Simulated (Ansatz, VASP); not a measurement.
# Two plane-wave programs on H

```xyz
8
Lattice="3.7097 -3.7097 0.0000 3.7097 3.7097 0.0000 -3.7097 0.0000 4.5711" Properties=species:S:1:pos:R:3 pbc="T T T"
H     0.0000   -0.1500    4.1958
H     1.8549    1.8549    1.9102
H     3.7097    0.0000    4.1958
H     1.8549   -1.8549    1.9102
H     0.0000    0.0000    0.3753
H     1.8549   -1.8549    2.6609
H     3.7097    0.0000    0.3753
H     1.8549    1.8549    2.6609
```

Alike in both runs: task single point; functional PBE; k mesh 6 × 6 × 6; occupations gaussian, width 0.05 eV; no spin polarisation.

|  | VASP | Ansatz |
| --- | --- | --- |
| version | VASP 6.6.1 | Ansatz 0.2.0 |
| potentials or method | VASP PAW PBE potentials, release 64 (H), cutoff 520 eV | scalar-relativistic, plane waves, PAW |
| valence electrons in the cell | 8 | 8 |

VASP gave:

| Quantity | Value |
| --- | --- |
| gap on the k mesh at the Fermi level (eV) | 9.15 |
| least direct gap on the mesh (eV) | 9.59 |
| pressure (GPa) | -0.3 |
| traceless stress, the component that is largest in VASP (GPa) | -0.34 |
| rms of the force components (eV/Å) | 0.143 |

Q: Which values does Ansatz return?

A: gap on the k mesh at the Fermi level (eV): 9.15; least direct gap on the mesh (eV): 9.59; pressure (GPa): -0.1; traceless stress, the component that is largest in VASP (GPa): -0.29; rms of the force components (eV/Å): 0.140.

Atom by atom the forces differ by 0.006 eV/Å (rms over components). The functional is the same, so the differences come from potentials, cutoffs and numerics.
